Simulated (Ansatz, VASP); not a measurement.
**Bi in VASP and in Ansatz**

Contents of POSCAR:

```
Bi
1.0
   -1.9455600883      1.9455600883      1.9455600883
    1.9455600883     -1.9455600883      1.9455600883
    1.9455600883      1.9455600883     -1.9455600883
Bi
1
Direct
    0.0000000000      0.0000000000      0.0000000000
```

INCAR.step1

```
  PREC = Accurate
  ENCUT = 520
  ISMEAR = 0
  SIGMA = 0.05
  LREAL = False
  LASPH = True
  NELM = 60
  NBANDS = 14
  GGA = PE
  ALGO = Normal
  EDIFF = 1E-4
  LWAVE = True
  LCHARG = False
```

INCAR.step2

```
  PREC = Accurate
  ENCUT = 520
  EDIFF = 1E-6
  ISMEAR = 0
  SIGMA = 0.05
  LREAL = False
  LASPH = True
  NELM = 60
  ALGO = Normal
  ISIF = 2
  LWAVE = False
  LCHARG = False
  METAGGA = R2SCAN
  LMIXTAU = True
  NBANDS = 14
  ISTART = 1
```

KPOINTS

```
regular mesh
0
Gamma
  8 8 8
```

Input for Ansatz:

```yaml
crystal:
  lattice:
    - [-1.9455600883376547, 1.9455600883376547, 1.9455600883376547]
    - [1.9455600883376547, -1.9455600883376547, 1.9455600883376547]
    - [1.9455600883376547, 1.9455600883376547, -1.9455600883376547]
  atoms:
    - { symbol: Bi, position: [0.0, 0.0, 0.0] }
basis:
  ecutwfc: 650.0
kpoints:
  mp_grid:
    grid: [8, 8, 8]
hamiltonian:
  xc: r2scan
  pseudopotentials:
    kind: paw
scf:
  occupations:
    method: gaussian
    width: 0.05
output:
  stress: true
```

Alike in both runs: task single point; functional r2SCAN; k mesh 8 × 8 × 8; occupations gaussian, width 0.05 eV; no spin polarisation.

|  | VASP | Ansatz |
| --- | --- | --- |
| version | VASP 6.6.1 | Ansatz 0.2.0 |
| potentials or method | VASP PAW PBE potentials, release 64 (Bi_d), cutoff 520 eV | plane waves, PAW |
| valence electrons in the cell | 15 | 15 |

```csv
,VASP,Ansatz,Ansatz less VASP
pressure (GPa),3.3,3.4,+0.05
```

VASP's potentials were made for PBE, not for r2SCAN.

Neither program's run includes spin-orbit coupling.
